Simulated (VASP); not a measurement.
Wanted: the native input for a VASP 6.6.1 run.

```
Task                   : single point
Functional             : BLYP
Potentials or basis    : VASP PAW PBE potentials, release 64 (Mg)
Cutoff                 : 520 eV
k mesh                 : 13 × 13 × 13
Occupations            : fermi-dirac, width 0.1 eV
Spin                   : no spin polarisation
Dipole correction      : no
Further INCAR settings : ALGO = Normal; EDIFF = 1e-06; NBANDS = 7
```

The structure of Mg lies in POSCAR:

```
Mg
1.0
    0.0000000000      2.1852551160      2.1852551160
    2.1852551160      0.0000000000      2.1852551160
    2.1852551160      2.1852551160      0.0000000000
Mg
1
Direct
    0.0000000000      0.0000000000      0.0000000000
```

This cell differs from its parent crystal: volume scaled by 0.88.

These files were run (other wordings do the same):

INCAR

```
PREC     = Accurate       # precision mode
ENCUT    = 520            # plane-wave cutoff, eV
EDIFF    = 1E-6           # SCF threshold, eV
ISMEAR   = -1             # smearing method
SIGMA    = 0.1            # smearing width, eV
LREAL    = F              # projectors in reciprocal space
LASPH    = T              # aspherical terms in the spheres
NELM     = 60             # most SCF steps
ALGO     = Normal         # electronic algorithm
ISIF     = 2              # what is computed and relaxed
LWAVE    = F              # write WAVECAR
LCHARG   = T              # write CHGCAR
GGA      = B5             # functional
ALDAX    = 1.0          
AGGAX    = 1.0          
AGGAC    = 1.0          
ALDAC    = 0.0          
LELF     = T              # ELF
LVHAR    = T            
NBANDS   = 7              # bands
```

KPOINTS

```
regular mesh
0
Gamma
  13 13 13
```

Potentials or basis: VASP PAW PBE potentials, release 64 (Mg).

Command:

```bash
$ cat potpaw_PBE.64/Mg/POTCAR > POTCAR
$ mpirun -np 1 vasp_std > vasp.out
```

It gave:

```
Pressure               : 5.1 GPa
Band gap on the k mesh : zero (band 1 reaches 4.41 eV, above the bottom of band 2 at 2.50 eV)
```

Caveat: the PAW data sets were made with another functional, which shifts forces and pressure a little.

Run time: 21 s on 1 thread of Intel Xeon 8259CL (shared host), peak memory 0.14 GiB.
